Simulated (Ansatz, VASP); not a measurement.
**Ti3Si in VASP and in Ansatz**

```
Ti Si
1.0
     5.51583    0.00000    0.00000
    -2.75792    4.77685    0.00000
     0.00000    0.00000    4.45245
Ti Si
6 2
Cartesian
  1.4178 0.8186 3.3393
  4.0980 0.8186 3.3393
  2.7579 3.1397 3.3393
  1.3401 3.9583 1.1131
  -1.3401 3.9583 1.1131
  0.0000 1.6372 1.1131
  0.0000 3.1846 3.3393
  2.7579 1.5923 1.1131
```

Alike in both runs: functional LDA; k mesh 6 × 6 × 8; occupations fermi-dirac, width 0.15 eV; no spin polarisation.

Ansatz relaxed the structure, and its values are those at the end. VASP's run is a single point on that final structure, the one shown.

|  | VASP | Ansatz |
| --- | --- | --- |
| version | VASP 6.6.1 | Ansatz 0.2.0 |
| potentials or method | VASP PAW LDA potentials, release 64 (Ti_sv, Si), cutoff 520 eV | scalar-relativistic, plane waves, PAW |
| valence electrons in the cell | 80 | 80 |

Ansatz gave:

| Item | Value |
| --- | --- |
| gap on the k mesh at the Fermi level (eV) | none |
| pressure (GPa) | 0.0 |
| rms of the force components (eV/Å) | 0.000 |

**Question.** What did VASP give for the same quantities?

**Answer.** gap on the k mesh at the Fermi level (eV): none; pressure (GPa): -0.2; rms of the force components (eV/Å): 0.004.

LDA's correlation is that of Perdew and Zunger in VASP and of Perdew and Wang (1992) in Ansatz. A gap of «none» marks a metal or a gap that the smearing closes.
